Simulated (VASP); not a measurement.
A run of VASP 6.6.1 is set up as follows.

The input INCAR:

```
  ALGO = Normal
  EDIFF = 1E-7
  ENCUT = 520
  GGA = RE
  ISIF = 2
  ISMEAR = -1
  ISPIN = 2
  LASPH = True
  LCHARG = False
  LMAXMIX = 4
  LORBIT = 11
  LREAL = False
  LWAVE = False
  MAGMOM = 1
  NBANDS = 18
  NELM = 150
  PREC = Accurate
  SIGMA = 0.05
```

File KPOINTS:

```
k-points
0
Gamma
  23 23 23
```

Contents of POSCAR:

```
Rh
1.0
    0.0000000000      1.8708741144      1.8708741144
    1.8708741144      0.0000000000      1.8708741144
    1.8708741144      1.8708741144      0.0000000000
Rh
1
Direct
    0.0000000000      0.0000000000      0.0000000000
```

Potentials or basis: VASP PAW PBE potentials, release 64 (Rh_pv).

Launch:

```console
$ cat potpaw_PBE.64/Rh_pv/POTCAR > POTCAR
$ mpirun -np 1 vasp_std > vasp.out
```

Predict the pressure.

25.3 GPa.

Predict the net moment.

0.00 μB per cell.

Caveat: the cell stands under pressure; the PAW data sets were made with another functional, which shifts forces and pressure a little.
